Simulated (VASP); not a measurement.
Wanted: the native input for a VASP 6.6.1 run.

| Item | Value |
| --- | --- |
| Task | electric field gradients |
| Functional | r2SCAN |
| Potentials or basis | VASP PAW PBE potentials, release 64 (I) |
| Cutoff | 520 eV |
| k mesh | 6 × 6 × 3 |
| Occupations | fermi-dirac, width 0.03 eV |
| Spin | no spin polarisation |
| Dipole correction | no |
| Further INCAR settings | ALGO = Normal; EDIFF = 1e-08; NBANDS = 22 |

I:

```
CELL_PARAMETERS angstrom
3.62750 -2.39750 0.00000
3.62750 2.39750 0.00000
0.00000 0.00000 9.78000
ATOMIC_POSITIONS crystal
I 0.85000 0.15000 0.11700
I 0.65000 0.35000 0.61700
I 0.15000 0.85000 0.88300
I 0.35000 0.65000 0.38300
```

One way to write it, as run:

POSCAR

```
I
1.0
    3.6275000000     -2.3975000000      0.0000000000
    3.6275000000      2.3975000000      0.0000000000
    0.0000000000      0.0000000000      9.7800000000
I
4
Direct
    0.8500000000      0.1500000000      0.1170000000
    0.6500000000      0.3500000000      0.6170000000
    0.1500000000      0.8500000000      0.8830000000
    0.3500000000      0.6500000000      0.3830000000
```

INCAR.step1

```
ALGO = Normal
EDIFF = 1E-4
ENCUT = 520
GGA = PE
ISMEAR = -1
LASPH = T
LCHARG = F
LREAL = F
LWAVE = T
NBANDS = 22
NELM = 100
PREC = Accurate
SIGMA = 0.03
```

INCAR.step2

```
ALGO = Normal
EDIFF = 1E-8
ENCUT = 520
ISIF = 2
ISMEAR = -1
ISTART = 1
LASPH = T
LCHARG = F
LEFG = T
LMIXTAU = T
LREAL = F
LWAVE = F
METAGGA = R2SCAN
NBANDS = 22
NELM = 100
PREC = Accurate
SIGMA = 0.03
```

KPOINTS

```
k-points
0
Gamma
  6 6 3
```

Potentials or basis: VASP PAW PBE potentials, release 64 (I).

The run is started by

```console
$ cat potpaw_PBE.64/I/POTCAR > POTCAR
$ cp INCAR.step1 INCAR
$ mpirun -np 1 vasp_std > vasp.out
$ cp INCAR.step2 INCAR
$ mpirun -np 1 vasp_std > vasp.out
```

Results of the run:

| Property | Result |
| --- | --- |
| Pressure | 0.8 GPa |
| Largest force | 0.411 eV/Å |
| Band gap on the k mesh | 1.50 eV, indirect (least direct gap 1.61 eV) |

Caveat: without QUAD_EFG the Cq values of the log hold for a quadrupole moment of 1 mb, not for the nuclei; the PAW data sets were made with another functional, which shifts forces and pressure a little; spin-orbit coupling is left out, which moves the levels of the heavy elements.

Run time: 4 min on 1 thread of AMD EPYC 9R45 96-Core Processor (Zen 5), on a shared host, peak memory 0.3 GiB.
